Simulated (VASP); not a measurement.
# CaS (Fm-3m) in VASP: single point with r2SCAN

Aim: the single point of CaS with r2SCAN.

All numbers are computed with VASP 6.6.1; they aren't measurements. Logs are shortened: lines on timing, memory, paths and dates and some standing lists are left out, and cuts for length are marked.

### Step 1. The cell of the first run

Symmetry: Fm-3m, No. 225, cubic system. The conventional cell has a = 5.712 Å, b = 5.712 Å, c = 5.712 Å, α = 90.00°, β = 90.00°, γ = 90.00°. Ca (site symmetry m-3m) has 6 S at 2.86 Å within 3.8 Å. Within 3.8 Å of S (site symmetry m-3m) lie 6 Ca at 2.86 Å.

### Step 2. Single point, r2SCAN

Contents of POSCAR:

```
CaS
1.0
    0.0000000000      2.8560320322      2.8560320322
    2.8560320322      0.0000000000      2.8560320322
    2.8560320322      2.8560320322      0.0000000000
Ca S
1 1
Direct
    0.0000000000      0.0000000000      0.0000000000
    0.5000000000      0.5000000000      0.5000000000
```

Contents of INCAR.step1:

```
SYSTEM = CaS
PREC     = Accurate       ! precision mode
ENCUT    = 550            ! plane-wave cutoff, eV
ISMEAR   = 0              ! smearing method
SIGMA    = 0.02           ! smearing width, eV
LREAL    = .FALSE.        ! projectors in reciprocal space
LASPH    = .TRUE.         ! aspherical terms in the spheres
NELM     = 120            ! most SCF steps
NBANDS   = 15             ! bands
GGA      = PE             ! functional
ALGO     = Normal         ! electronic algorithm
EDIFF    = 1E-5           ! SCF threshold, eV
LWAVE    = .TRUE.         ! write WAVECAR
LCHARG   = .FALSE.        ! write CHGCAR
GGA_COMPAT= .FALSE.
```

Contents of INCAR.step2:

```
SYSTEM = CaS
PREC     = Accurate       ! precision mode
ENCUT    = 550            ! plane-wave cutoff, eV
EDIFF    = 1E-6           ! SCF threshold, eV
ISMEAR   = 0              ! smearing method
SIGMA    = 0.02           ! smearing width, eV
LREAL    = .FALSE.        ! projectors in reciprocal space
LASPH    = .TRUE.         ! aspherical terms in the spheres
NELM     = 120            ! most SCF steps
ALGO     = Normal         ! electronic algorithm
ISIF     = 2              ! what is computed and relaxed
LWAVE    = .FALSE.        ! write WAVECAR
LCHARG   = .FALSE.        ! write CHGCAR
METAGGA  = R2SCAN         ! meta-GGA
LMIXTAU  = .TRUE.       
NBANDS   = 15             ! bands
ISTART   = 1            
GGA_COMPAT= .FALSE.
```

Contents of KPOINTS:

```
regular mesh
0
G
  8 8 8
  0 0 0
```

Potentials or basis: VASP PAW PBE potentials, release 64 (Ca_sv, S).

Started as:

```sh
> cat potpaw_PBE.64/Ca_sv/POTCAR potpaw_PBE.64/S/POTCAR > POTCAR
> cp INCAR.step1 INCAR
> mpirun -np 1 vasp_std > vasp.out
> cp INCAR.step2 INCAR
> mpirun -np 1 vasp_std > vasp.out
```

OUTCAR:

```text
SYSTEM = CaS
   PREC = Accurate
   ENCUT = 550
   EDIFF = 1E-6
   ISMEAR = 0
   LREAL = .FALSE.
   LASPH = .TRUE.
   NELM = 120
   ISIF = 2
   METAGGA = R2SCAN
   ISTART = 1

 ion  position               nearest neighbor table
   1  0.000  0.000  0.000-   2 2.86   2 2.86   2 2.86   2 2.86   2 2.86   2 2.86
   2  0.500  0.500  0.500-   1 2.86   1 2.86   1 2.86   1 2.86   1 2.86   1 2.86

  LATTYP: Found a face centered cubic cell.
 ALAT       =     5.7120640644

  Lattice vectors:

 A1 = (   0.0000000000,   2.8560320322,   2.8560320322)
 A2 = (   2.8560320322,   0.0000000000,   2.8560320322)
 A3 = (   2.8560320322,   2.8560320322,   0.0000000000)

Analysis of symmetry for initial positions (statically):
=====================================================================
 Subroutine PRICEL returns:
 Original cell was already a primitive cell.

 Routine SETGRP: Setting up the symmetry group for a
 face centered cubic supercell.

 Subroutine GETGRP returns: Found 48 space group operations
 (whereof 48 operations were pure point group operations)
 out of a pool of 48 trial point group operations.

The static configuration has the point symmetry O_h .

Analysis of symmetry for dynamics (positions and initial velocities):
=====================================================================
 Subroutine PRICEL returns:
 Original cell was already a primitive cell.

 Routine SETGRP: Setting up the symmetry group for a
 face centered cubic supercell.

 Subroutine GETGRP returns: Found 48 space group operations
 (whereof 48 operations were pure point group operations)
 out of a pool of 48 trial point group operations.

The dynamic configuration has the point symmetry O_h .

 Subroutine INISYM returns: Found 48 space group operations
 (whereof 48 operations are pure point group operations),
 and found     1 'primitive' translations

----------------------------------------------------------------------------------------

                                     Primitive cell

  volume of cell :      46.5928

  direct lattice vectors                    reciprocal lattice vectors
     0.000000000  2.856032032  2.856032032    -0.175068064  0.175068064  0.175068064
     2.856032032  0.000000000  2.856032032     0.175068064 -0.175068064  0.175068064
     2.856032032  2.856032032  0.000000000     0.175068064  0.175068064 -0.175068064

  length of vectors
     4.039039235  4.039039235  4.039039235     0.303226782  0.303226782  0.303226782

  position of ions in fractional coordinates (direct lattice)
     0.000000000  0.000000000  0.000000000
     0.500000000  0.500000000  0.500000000

  ion indices of the primitive-cell ions
   primitive index   ion index
                 1           1
                 2           2

----------------------------------------------------------------------------------------

 KPOINTS: regular mesh

Automatic generation of k-mesh.
 Grid dimensions read from file:
 generate k-points for:    8    8    8

 Generating k-lattice:

  Cartesian coordinates                     Fractional coordinates (reciprocal lattice)
    -0.021883508  0.021883508  0.021883508     0.125000000  0.000000000  0.000000000
     0.021883508 -0.021883508  0.021883508     0.000000000  0.125000000  0.000000000
     0.021883508  0.021883508 -0.021883508     0.000000000  0.000000000  0.125000000

  Length of vectors
     0.037903348  0.037903348  0.037903348

  Shift w.r.t. Gamma in fractional coordinates (k-lattice)
     0.000000000  0.000000000  0.000000000

 Subroutine IBZKPT returns following result:
 ===========================================

 Found     29 irreducible k-points:

 Following reciprocal coordinates:
            Coordinates               Weight
  0.000000  0.000000  0.000000      1.000000
  0.125000  0.000000  0.000000      8.000000
  0.250000  0.000000  0.000000      8.000000
  0.375000  0.000000  0.000000      8.000000
  0.500000  0.000000  0.000000      4.000000
  0.125000  0.125000  0.000000      6.000000
[... 16 lines left out ...]
  0.500000  0.250000  0.125000     48.000000
 -0.375000  0.250000  0.125000     24.000000
 [... further k-points ...]
   k-points           NKPTS =     29   k-points in BZ     NKDIM =     29   number of bands    NBANDS=     15
   number of dos      NEDOS =    301   number of ions     NIONS =      2
   total plane-waves  NPLWV =  32768
   dimension x,y,z NGX =    32 NGY =   32 NGZ =   32
   dimension x,y,z NGXF=    64 NGYF=   64 NGZF=   64
   ions per type =               1   1
   NGX,Y,Z   is equivalent  to a cutoff of  13.17, 13.17, 13.17 a.u.
   NGXF,Y,Z  is equivalent  to a cutoff of  26.34, 26.34, 26.34 a.u.
 SYSTEM =  CaS
   PREC   = accura    normal or accurate (medium, high low for compatibility)
   ISTART =      1    job   : 0-new  1-cont  2-samecut
   ICHARG =      0    charge: 1-file 2-atom 10-const
   ISPIN  =      1    spin polarized calculation?
   LNONCOLLINEAR =      F non collinear calculations
   LSORBIT =      F    spin-orbit coupling
   LASPH  =      T    aspherical Exc in radial PAW
   ENCUT  =  550.0 eV  40.42 Ry    6.36 a.u.   7.72  7.72  7.72*2*pi/ulx,y,z
   NELM   =    120;   NELMIN=  2; NELMDL=  0     # of ELM steps
   EDIFF  = 0.1E-05   stopping-criterion for ELM
   LREAL  =      F    real-space projection
   EDIFFG = 0.1E-04   stopping-criterion for IOM
   NSW    =      0    number of steps for IOM
   IBRION =     -1    ionic relax: 0-MD 1-quasi-New 2-CG
   NFREE  =      0    steps in history (QN), initial steepest desc. (CG)
   ISIF   =      2    stress and relaxation
   ISYM   =      2    0-nonsym 1-usesym 2-fastsym
   POTIM  = 0.5000    time-step for ionic-motion
   TEBEG  =    0.0;   TEEND  =   0.0 temperature during run
   PSTRESS=    0.0 pullay stress
   NELECT =      16.0000    total number of electrons
   NUPDOWN=      -1.0000    fix difference up-down
   EMIN   =  10.00;   EMAX   =-10.00  energy-range for DOS
   EFERMI =   0.00;   METHOD = LEGACY
   ISMEAR =     0;   SIGMA  =   0.02  broadening in eV -4-tet -1-fermi 0-gaus
   EFERMI_NEDOS =   21; number of points for ismear=-14 and -15
   IALGO  =     38    algorithm
   IMIX   =      4    mixing-type and parameters
     AMIX     =   0.40;   BMIX     =  1.00
     AMIX_MAG =   1.60;   BMIX_MAG =  1.00
  volume/ion in A,a.u.               =      23.30       157.21
  Fermi-wavevector in a.u.,A,eV,Ry     =   1.146415  2.166410 17.881684  1.314267
  Thomas-Fermi vector in A             =   2.283099
   LORBIT       =      0    0 simple, 1 ext, 2 COOP (PROOUT), +10 PAW based schemes
   METAGGA = R2SCAN    functional components
   LHFCALC =     F    Hartree Fock is set to
   AEXX    =    0.0000 exact exchange contribution
   IVDW    =     0    specifies the selected vdW correction
   LEPSILON=     F    determine dielectric tensor
   LRPA    =     F    only Hartree local field effects (RPA)
 non-spin polarized calculation
 Gauss-broadening in eV      SIGMA  =   0.02
  energy-cutoff  :      550.00
  volume of cell :       46.59
 maximum number of plane-waves:      1384
   NGX = 15   NGY = 15   NGZ = 15

 number of electron      16.0000001 magnetization

 Free energy of the ion-electron system (eV)
  ---------------------------------------------------
  ext. energy  EPLUGINS =         0.00000000
  ---------------------------------------------------
  free energy    TOTEN  =       -19.94233056 eV

  energy without entropy =      -19.94233056  energy(sigma->0) =      -19.94233056

 E-fermi :   2.6656     XC(G=0):  -9.7414

 val. band max:        2.4242713330   @ k =   0.0000   0.0000   0.0000
 cond. band min:       5.2479846734   @ k =   0.5000   0.5000   0.0000
 fundamental gap:      2.8237133404
 Fermi energy:         2.6656076463

 k-point     1 :       0.0000    0.0000    0.0000
  band No.  band energies     occupation
      1     -38.3272      2.00000
      2     -18.4260      2.00000
      3     -18.4260      2.00000
      4     -18.4260      2.00000
      5      -9.3403      2.00000
      6       2.4243      2.00000
      7       2.4243      2.00000
      8       2.4243      2.00000
      9       7.0986      0.00000
     10       7.0986      0.00000
     11       7.0986      0.00000
     12       7.2893      0.00000
     13       7.7285      0.00000
     14       7.7285      0.00000
     15      13.9939      0.00000

 k-point     2 :       0.1250    0.0000    0.0000
  band No.  band energies     occupation
      1     -38.3256      2.00000
      2     -18.4507      2.00000
      3     -18.4277      2.00000
      4     -18.4277      2.00000
      5      -9.2319      2.00000
      6       1.7917      2.00000
      7       2.2075      2.00000
      8       2.2075      2.00000
      9       7.1183      0.00000
     10       7.3339      0.00000
     11       7.3339      0.00000
     12       8.0184      0.00000
     13       8.1370      0.00000
     14       8.1370      0.00000
     15      14.0844      0.00000

 k-point     3 :       0.2500    0.0000    0.0000
  band No.  band energies     occupation
      1     -38.3218      2.00000
      2     -18.5093      2.00000
      3     -18.4320      2.00000
      4     -18.4320      2.00000
      5      -8.9573      2.00000
      6       0.6351      2.00000
      7       1.7724      2.00000
      8       1.7724      2.00000
      9       7.2495      0.00000
     10       7.9337      0.00000
     11       7.9337      0.00000
     12       9.1685      0.00000
     13       9.1685      0.00000
     14       9.3581      0.00000
     15      13.4443      0.00000
[... 343 lines left out ...]
 k-point    23 :       0.5000    0.2500    0.1250
  band No.  band energies     occupation
      1     -38.3160      2.00000
      2     -18.5465      2.00000
      3     -18.4702      2.00000
      4     -18.4461      2.00000
      5      -8.6400      2.00000
      6      -0.0558      2.00000
      7       1.1293      2.00000
      8       1.3569      2.00000
      9       7.2485      0.00000
     10       8.8807      0.00000
     11       9.1580      0.00000
     12       9.2821      0.00000
     13       9.9553      0.00000
     14      11.4465      0.00000
     15      11.9527      0.00000

 k-point    24 :      -0.3750    0.2500    0.1250
  band No.  band energies     occupation
      1     -38.3148      2.00000
      2     -18.5588      2.00000
      3     -18.4730      2.00000
      4     -18.4506      2.00000
      5      -8.5606      2.00000
      6      -0.1886      2.00000
      7       0.9372      2.00000
      8       1.2668      2.00000
      9       7.9471      0.00000
     10       8.2814      0.00000
     11       9.4559      0.00000
     12       9.7926      0.00000
     13      10.0719      0.00000
     14      11.0380      0.00000
     15      12.4312      0.00000

 [... further k-points ...]

------------------------ aborting loop because EDIFF is reached ----------------------------------------

  FORCE on cell =-STRESS in cart. coord.  units (eV):
  Direction    XX          YY          ZZ          XY          YZ          ZX
  --------------------------------------------------------------------------------------
  -------------------------------------------------------------------------------------
  Total       -0.0651777     -0.0651777     -0.0651777      0.0000000      0.0000000     -0.0000000
  in kB       -2.2412502     -2.2412502     -2.2412502      0.0000000      0.0000000     -0.0000000
  external PRESSURE =      -2.2412502 kB  Pullay stress =       0.0000000 kB

 VOLUME and BASIS-vectors are now :
 -----------------------------------------------------------------------------
  energy-cutoff  :      550.00
  volume of cell :       46.59
      direct lattice vectors                 reciprocal lattice vectors
     0.000000000  2.856032032  2.856032032    -0.175068064  0.175068064  0.175068064
     2.856032032  0.000000000  2.856032032     0.175068064 -0.175068064  0.175068064
     2.856032032  2.856032032  0.000000000     0.175068064  0.175068064 -0.175068064

 POSITION                                       TOTAL-FORCE (eV/Angst)
 -----------------------------------------------------------------------------------
      0.00000      0.00000      0.00000         0.000000      0.000000      0.000000
      2.85603      2.85603      2.85603         0.000000      0.000000      0.000000
 -----------------------------------------------------------------------------------
    total drift:                                0.000000     -0.000000     -0.000000

  FREE ENERGIE OF THE ION-ELECTRON SYSTEM (eV)
  ---------------------------------------------------
  free  energy   TOTEN  =       -19.9423305646 eV

  energy  without entropy=      -19.9423305646  energy(sigma->0) =      -19.94233056
```

Run time: 1.9 min. Hardware: 1 thread of Intel Xeon 8259CL, shared host; peak memory 0.2 GiB.

What came out:

```
Free energy            : -19.9423 eV
Pressure               : -0.2 GPa
Band gap on the k mesh : 2.82 eV (least direct gap 3.64 eV)
```

Caveat: the PAW data sets were made with another functional, which shifts forces and pressure a little.
